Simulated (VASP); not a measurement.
## Lu: single point with r2SCAN

Lu:

```
CELL_PARAMETERS angstrom
0.00000 3.67079 3.67079
3.67079 0.00000 3.67079
3.67079 3.67079 0.00000
ATOMIC_POSITIONS crystal
Lu 0.00000 0.00000 0.00000
Lu 0.25000 0.25000 0.25000
```

- Program: VASP 6.6.1
- Task: single point
- Functional: r2SCAN
- Potentials or basis: VASP PAW PBE potentials, release 64 (Lu)
- Cutoff: 520 eV
- k mesh: 6 × 6 × 6
- Occupations: methfessel-paxton, width 0.1 eV
- Spin: no spin polarisation
- Dipole correction: no
- Further INCAR settings: ALGO = Normal; EDIFF = 1e-07; NBANDS = 32

```json
{"Pressure": "0.1 GPa", "Band gap on the k mesh": "zero (band 25 reaches 0.63 eV, above the bottom of band 26 at -0.55 eV)"}
```

Levels at points of the mesh, in eV from the Fermi level:
| k point | band 20 | band 21 | band 22 | band 23 | band 24 | band 25 | band 26 | band 27 | band 28 | band 29 |
| --- | --- | --- | --- | --- | --- | --- | --- | --- | --- | --- |
| (0.00, 0.00, 0.00) | -6.16 | -6.16 | -6.16 | -4.79 | 0.40 | 0.40 | 0.44 | 0.44 | 0.44 | 1.95 |
| (0.50, 0.00, 0.00) | -6.17 | -6.17 | -6.16 | -3.04 | -1.17 | 0.29 | 0.29 | 0.32 | 0.69 | 0.69 |
| (0.50, 0.50, 0.00) | -6.17 | -6.17 | -6.17 | -1.61 | -1.61 | -0.60 | -0.60 | 0.85 | 0.85 | 2.33 |

Run time: 4.7 min on 1 thread of Intel(R) Xeon(R) Platinum 8259CL CPU @ 2.50GHz (Skylake/Cascade Lake) (shared host), peak memory 0.27 GiB.

Caveat: the PAW data sets were made with another functional, which shifts forces and pressure a little; spin-orbit coupling is left out, which moves the levels of the heavy elements.
